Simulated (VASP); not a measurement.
Crystal: TiO2.

```
Ti O
1.0
    -1.89210    1.89210    4.75730
     1.89210   -1.89210    4.75730
     1.89210    1.89210   -4.75730
Ti O
2 4
Direct
  0.00000 0.00000 0.00000
  0.75000 0.25000 0.50000
  0.20810 0.20810 0.00000
  0.95810 0.45810 0.50000
  0.54190 0.04190 0.50000
  0.79190 0.79190 0.00000
```

```yaml
Program: VASP 6.6.1
Task: relaxation of cell and atoms
Functional: PBE
Dispersion: D3(BJ)
Potentials_or_basis: VASP PAW PBE potentials, release 64 (Ti_sv, O)
Cutoff: 600 eV
k_mesh: 8 × 8 × 8
Occupations: gaussian, width 0.02 eV
Spin: no spin polarisation
Hubbard_terms: Ti d U = 4.0 eV
```

At the start: pressure 9.6 GPa; volume 11.35 Å³/atom.

How do energy, volume and symmetry change on relaxing?

Over 7 steps the energy falls by 14.4 meV/atom and the volume is 11.83 Å³/atom (+4.2 %); space group I4_1/amd (No. 141, to 0.1 Å) before and after.

The path:
```
step  energy change (eV)  largest force (eV/Å)  pressure (GPa)  volume (Å³)
   1              0.0000                0.2384            9.62        68.13
   2              0.0598                0.4426          -10.41        75.07
   3             -0.0854                0.0852           -0.04        71.03
   4             -0.0854                0.0790            0.06        70.97
   5             -0.0854                0.0733            0.31        70.91
   6             -0.0866                0.0187            0.24        71.01
   7             -0.0866                0.0073            0.23        71.00
```

Final structure:
```
Ti O
1.0
    -1.92103    1.92103    4.80989
     1.92103   -1.92103    4.80989
     1.92103    1.92103   -4.80989
Ti O
2 4
Direct
  0.00000 0.00000 0.00000
  0.75000 0.25000 0.50000
  0.20832 0.20832 0.00000
  0.95832 0.45832 0.50000
  0.54168 0.04168 0.50000
  0.79168 0.79168 0.00000
```
